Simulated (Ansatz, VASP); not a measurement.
# One calculation of HfBr6N2, two programs

Contents of INCAR:

```
  PREC = Accurate
  ENCUT = 520
  EDIFF = 1E-7
  ISMEAR = -1
  SIGMA = 0.1
  LREAL = False
  LASPH = True
  NELM = 80
  ALGO = Normal
  ISIF = 2
  LWAVE = False
  LCHARG = True
  GGA = PE
  LELF = True
  LVHAR = True
  NBANDS = 41
```

KPOINTS

```
Automatic mesh
0
Gamma
  6 6 6
```

File POSCAR:

```
HfBr6N2
1.0
    0.0000000000      4.9377960000      4.9377960000
    4.9377960000      0.0000000000      4.9377960000
    4.9377960000      4.9377960000      0.0000000000
Br Hf N
6 1 2
Direct
    0.7563000000      0.2437000000      0.2437000000
    0.2437000000      0.7563000000      0.2437000000
    0.2437000000      0.7563000000      0.7563000000
    0.7563000000      0.2437000000      0.7563000000
    0.2437000000      0.2437000000      0.7563000000
    0.7563000000      0.7563000000      0.2437000000
    0.0000000000      0.0000000000      0.0000000000
    0.2500000000      0.2500000000      0.2500000000
    0.7500000000      0.7500000000      0.7500000000
```

Input for Ansatz:

```yaml
crystal:
  lattice:
    - [0.0, 4.937796, 4.937796]
    - [4.937796, 0.0, 4.937796]
    - [4.937796, 4.937796, 0.0]
  atoms:
    - { symbol: Br, position: [0.7563, 0.2437, 0.2437] }
    - { symbol: Br, position: [0.2437, 0.7563, 0.2437] }
    - { symbol: Br, position: [0.2437, 0.7563, 0.7563] }
    - { symbol: Br, position: [0.7563, 0.2437, 0.7563] }
    - { symbol: Br, position: [0.2437, 0.2437, 0.7563] }
    - { symbol: Br, position: [0.7563, 0.7563, 0.2437] }
    - { symbol: Hf, position: [0.0, 0.0, 0.0] }
    - { symbol: "N", position: [0.25, 0.25, 0.25] }
    - { symbol: "N", position: [0.75, 0.75, 0.75] }
  symmetry: { tolerance: 0.0003 }
kpoints:
  mp_grid: { grid: [6, 6, 6], shift: [0, 0, 0] }
  band_path:
    path:
      - [0.0, 0.0, 0.0]
      - [0.5, 0.0, 0.5]
      - [0.625, 0.25, 0.625]
      - [0.375, 0.375, 0.75]
      - [0.0, 0.0, 0.0]
      - [0.5, 0.5, 0.5]
      - [0.5, 0.25, 0.75]
      - [0.5, 0.0, 0.5]
    npoints: 10
magnetization:
  spin_polarized: false
scf:
  occupations: { method: fermi_dirac }
  lower_state_search: "off"
  max_iter: 200
hamiltonian:
  pseudopotentials: { kind: paw }
  xc: pbe
basis:
  ecutwfc: 420
  fft_grid_basis: typed
output:
  forces: true
  stress: true
  eigenvalues: true
  bader: true
  populations: true
  elf: true
  write_potential: true
  volumetric_format: npy
  dos:
    e_range: [-12, 8]
    de: 0.05
    projected: { site_lists: { Br: [Br], Hf: [Hf], "N": ["N"] } }
  write_density: true
checkpoint:
  read: saved_state
```

Alike in both runs: task single point; functional PBE; k mesh 6 × 6 × 6; no spin polarisation.

```csv
,VASP,Ansatz
version,VASP 6.6.1,Ansatz 0.2.0
potentials or method,"VASP PAW PBE potentials, release 64 (Br, Hf_pv, N), cutoff 520 eV",PAW plane waves
occupations,"fermi-dirac, width 0.1 eV",fermi-dirac
valence electrons in the cell,62,78
```

|  | VASP | Ansatz | Ansatz less VASP |
| --- | --- | --- | --- |
| pressure (GPa) | 8.5 | 8.6 | +0.14 |
| rms of the force components (eV/Å) | 1.328 | 1.346 | +0.0182 |

Atom by atom the forces differ by 0.018 eV/Å (rms over components). VASP's potentials hold 62 valence electrons a cell and Ansatz's 78, so a difference there can come from the potentials and not from the codes.

Neither program's run includes spin-orbit coupling.
